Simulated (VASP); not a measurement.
## Zn: relaxation of cell and atoms with PBEsol

Crystal: Zn.

```
Zn
1.0
    -1.56904    1.56904    1.56904
     1.56904   -1.56904    1.56904
     1.56904    1.56904   -1.56904
Zn
1
Cartesian
  0.0000 0.0000 0.0000
```

```json
{
  "Program": "VASP 6.6.1",
  "Task": "relaxation of cell and atoms",
  "Functional": "PBEsol",
  "Potentials or basis": "VASP PAW PBE potentials, release 64 (Zn)",
  "Cutoff": "600 eV",
  "k mesh": "12 × 12 × 12",
  "Occupations": "fermi-dirac, width 0.05 eV",
  "Spin": "no spin polarisation",
  "Target pressure": "20 GPa",
  "Dipole correction": "no",
  "Further INCAR settings": "ALGO = Normal; EDIFF = 1e-06; IBRION = 2; EDIFFG = -0.01; NSW = 60; ISIF = 3"
}
```

* Relaxed volume: 12.22 Å³/atom
* Relaxed cell: a = 2.513 Å, b = 2.513 Å, c = 2.513 Å, α = 109.47°, β = 109.47°, γ = 109.47°
* Space group after relaxing (to 0.05 Å): Im-3m (No. 229)
* Energy change on relaxing (the enthalpy is what falls): +92.5 meV/atom
* Ionic steps: 5
* Pressure after relaxing: 19.9 GPa
* Band gap on the k mesh: zero (band 6 reaches 9.39 eV, above the bottom of band 7 at 4.29 eV)

The path:
| step | energy change (eV) | largest force (eV/Å) | pressure (GPa) | volume (Å³) |
| --- | --- | --- | --- | --- |
| 1 | 0.0000 | 0.0000 | -4.95 | 15.45 |
| 2 | 0.4264 | 0.0000 | 52.93 | 10.67 |
| 3 | 0.0873 | 0.0000 | 19.32 | 12.26 |
| 4 | 0.0946 | 0.0000 | 20.13 | 12.21 |
| 5 | 0.0925 | 0.0000 | 19.88 | 12.22 |

Final structure:
```cif
data_structure
_symmetry_space_group_name_H-M 'P 1'
_symmetry_Int_Tables_number 1
_cell_length_a 2.5134
_cell_length_b 2.5134
_cell_length_c 2.5134
_cell_angle_alpha 109.471
_cell_angle_beta 109.471
_cell_angle_gamma 109.471
_cell_volume 12.22
loop_
_atom_site_label
_atom_site_type_symbol
_atom_site_fract_x
_atom_site_fract_y
_atom_site_fract_z
_atom_site_occupancy
Zn1 Zn 0.00000 0.00000 0.00000 1
```

Levels at points of the mesh, in eV from the Fermi level:
```csv
k point,band 3,band 4,band 5,band 6,band 7,band 8,band 9,band 10
"(0.00, 0.00, 0.00)",-8.77,-8.77,-8.02,-8.02,22.60,22.60,22.60,22.96
"(0.50, 0.00, 0.00)",-8.06,-7.96,-7.51,-3.96,-0.75,13.11,14.06,17.13
"(0.50, 0.50, 0.50)",-7.63,-7.63,-7.63,4.34,4.34,4.34,9.28,9.28
```

Wall time 20 s on 1 thread of Intel(R) Xeon(R) Platinum 8375C CPU @ 2.90GHz (Ice Lake), with other jobs on the host, peak memory 0.15 GiB.

Caveat: the cell is relaxed towards a set pressure, so the enthalpy falls and the energy may rise; the volume moved by over 15 % at a fixed basis, so the end points are rough; the PAW data sets were made with another functional, which shifts forces and pressure a little.
